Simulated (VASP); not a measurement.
Set up this calculation in VASP 6.6.1, as the native input.

* Task: relaxation of the atoms
* Functional: PBE
* Potentials or basis: VASP PAW PBE potentials, release 64 (Si, Mo_sv, C)
* Cutoff: 520 eV
* k mesh: 8 × 8 × 1
* Occupations: gaussian, width 0.1 eV
* Spin: no spin polarisation
* Dipole correction: yes
* Atoms held fixed (from 0): [0, 1, 2, 3, 4, 5]
* Further INCAR settings: ALGO = Normal; EDIFF = 1e-07; IBRION = 2; EDIFFG = -0.025; NSW = 36
* Atoms held along some axes (from 0): atom 6 along a and b

The structure of Si4Mo2C lies in POSCAR:

```
Si4Mo2C
1.0
    3.2169717285      0.0000000000      0.0000000000
    0.0000000000      3.2169717285      0.0000000000
    0.0000000000      0.0000000000     21.8787970046
Si Mo C
4 2 1
Selective dynamics
Direct
    0.0000000000      0.0000000000      0.1828254085  F F F
    0.0000000000      0.0000000000      0.3015081460  F F F
    0.5000000000      0.5000000000      0.3593659936  F F F
    0.5000000000      0.5000000000      0.4743769505  F F F
    0.5000000000      0.5000000000      0.2421667772  F F F
    0.0000000000      0.0000000000      0.4192862006  F F F
    0.8750000000      0.8750000000      0.5080896121  F F T
```

The input as run:

INCAR

```
SYSTEM = Si4Mo2C
PREC     = Accurate       ! precision mode
ENCUT    = 520            ! plane-wave cutoff, eV
EDIFF    = 1E-7           ! SCF threshold, eV
ISMEAR   = 0              ! smearing method
SIGMA    = 0.1            ! smearing width, eV
LREAL    = .False.        ! projectors in reciprocal space
LASPH    = .True.         ! aspherical terms in the spheres
NELM     = 60             ! most SCF steps
ALGO     = Normal         ! electronic algorithm
ISIF     = 2              ! what is computed and relaxed
LWAVE    = .False.        ! write WAVECAR
LCHARG   = .False.        ! write CHGCAR
LDIPOL   = .True.       
IDIPOL   = 3            
DIPOL    = 0.5 0.5 0.355
GGA      = PE             ! functional
IBRION   = 2              ! ionic algorithm
NSW      = 36             ! ionic steps
EDIFFG   = -0.025         ! ionic threshold
```

KPOINTS

```
regular mesh
0
Gamma
  8 8 1
  0 0 0
```

Potentials or basis: VASP PAW PBE potentials, release 64 (Si, Mo_sv, C).

Launch:

```console
$ cat potpaw_PBE.64/Si/POTCAR potpaw_PBE.64/Mo_sv/POTCAR potpaw_PBE.64/C/POTCAR > POTCAR
$ mpirun -np 1 vasp_std > vasp.out
```

It gave:

The energy gained by relaxing is 0.1 meV/atom. The ionic steps are 3 and the band gap on the k mesh is zero (bands 24 and 25 overlap by 0.12 eV).

Wall time 5.9 min on 1 thread of Intel(R) Xeon(R) Platinum 8488C (Sapphire Rapids) (shared host), peak memory 0.38 GiB.
